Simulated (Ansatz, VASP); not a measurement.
## Ga7As in VASP and in Ansatz

```
Ga As
1.0
     6.47205    0.00000    0.00000
    -3.23602    5.60496    0.00000
     0.00000    0.00000    5.15867
Ga As
7 1
Direct
  0.49963 0.99926 0.00000
  0.49963 0.50037 0.00000
  0.00074 0.50037 0.00000
  0.33925 0.16963 0.50000
  0.83037 0.16963 0.50000
  0.83037 0.66075 0.50000
  0.33333 0.66667 0.50000
  0.00000 0.00000 0.00000
```

Change from the starting cell: species swapped into the Mg7Sn type (P-6m2, No. 187).

Alike in both runs: task relaxation of cell and atoms; functional PBE; k mesh 3 × 3 × 3; occupations gaussian, width 0.2 eV; no spin polarisation.

```csv
,VASP,Ansatz
version,VASP 6.6.1,Ansatz 0.2.0
potentials or method,"VASP PAW PBE potentials, release 64 (Ga_d, As), cutoff 600 eV","scalar-relativistic, plane waves, PAW"
valence electrons in the cell,96,106
```

Ansatz gave:

* gap on the k mesh at the Fermi level, each at its own relaxed structure (eV): none
* relaxed volume (Å³/atom): 19.65
* relaxed cell length with the largest relative difference (Å): 6.135

Question: Which values does VASP return?

Answer: gap on the k mesh at the Fermi level, each at its own relaxed structure (eV): none; relaxed volume (Å³/atom): 19.42; relaxed cell length with the largest relative difference (Å): 6.088.

A gap of «none» marks a metal or a gap that the smearing closes. VASP's potentials hold 96 valence electrons a cell and Ansatz's 106, so a difference there can come from the potentials and not from the codes.

The k mesh is coarse, so the values compare programs but aren't converged. Noted on VASP's run: the volume moved by over 15 % at a fixed basis, so the end points are rough.
